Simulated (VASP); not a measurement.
Set up this calculation in VASP 6.6.1, as the native input.

- Task: single point
- Functional: PBEsol
- Dispersion: D4
- Potentials or basis: VASP PAW PBE potentials, release 64 (Ga_d, P)
- Cutoff: 500 eV
- k mesh: 2 × 2 × 2
- Occupations: gaussian, width 0.1 eV
- Spin: no spin polarisation
- Dipole correction: no
- Further INCAR settings: ALGO = Normal; EDIFF = 1e-06; NBANDS = 16

The structure of GaP lies in POSCAR:

```
GaP
1.0
    0.0000000000      2.7258124945      2.7258124945
    2.7258124945      0.0000000000      2.7258124945
    2.7258124945      2.7258124945      0.0000000000
Ga P
1 1
Direct
    0.0000000000      0.0000000000      0.0000000000
    0.2500000000      0.2500000000      0.2500000000
```

One way to write it, as run:

INCAR

```
ALGO = Normal
EDIFF = 1E-6
ENCUT = 500
GGA = PS
GGA_COMPAT = False
ISIF = 2
ISMEAR = 0
IVDW = 13
LASPH = True
LCHARG = False
LREAL = False
LWAVE = False
NBANDS = 16
NELM = 120
PREC = Accurate
SIGMA = 0.1
```

KPOINTS

```
k-points
0
Gamma
  2 2 2
```

Potentials or basis: VASP PAW PBE potentials, release 64 (Ga_d, P).

Command:

```bash
$ cat potpaw_PBE.64/Ga_d/POTCAR potpaw_PBE.64/P/POTCAR > POTCAR
$ mpirun -np 1 vasp_std > vasp.out
```

It gave:

| Item | Value |
| --- | --- |
| Pressure | 4.5 GPa |
| Band gap on the k mesh | 1.29 eV (least direct gap 1.66 eV) |
| Dispersion energy per atom | -0.237 eV |

Caveat: the k points lie up to 1.00 Å⁻¹ apart; the PAW data sets were made with another functional, which shifts forces and pressure a little.

Run time: 2.5 s on 1 thread of AMD EPYC 9R45 96-Core Processor (Zen 5) (shared host), peak memory 0.12 GiB.
